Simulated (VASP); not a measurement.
Input of a VASP 6.6.1 run:

INCAR

```
SYSTEM = BiTe
PREC = Accurate
ENCUT = 500
EDIFF = 1E-6
ISMEAR = 0
SIGMA = 0.05
LREAL = .False.
LASPH = .True.
NELM = 120
ALGO = Normal
ISIF = 2
LWAVE = .False.
LCHARG = .False.
GGA = PE
NBANDS = 18
GGA_COMPAT = .False.
```

Contents of KPOINTS:

```
regular mesh
0
Gamma
  10 10 10
  0 0 0
```

File POSCAR:

```
BiTe
1.0
    0.0000000000      3.2529965739      3.2529965739
    3.2529965739      0.0000000000      3.2529965739
    3.2529965739      3.2529965739      0.0000000000
Bi Te
1 1
Direct
    0.5000000000      0.5000000000      0.5000000000
    0.0000000000      0.0000000000      0.0000000000
```

Potentials or basis: VASP PAW PBE potentials, release 64 (Bi_d, Te).

Run with:

```bash
$ cat potpaw_PBE.64/Bi_d/POTCAR potpaw_PBE.64/Te/POTCAR > POTCAR
$ mpirun -np 1 vasp_std > vasp.out
```

(1) Predict the pressure.

Answers

(1) -0.1 GPa.
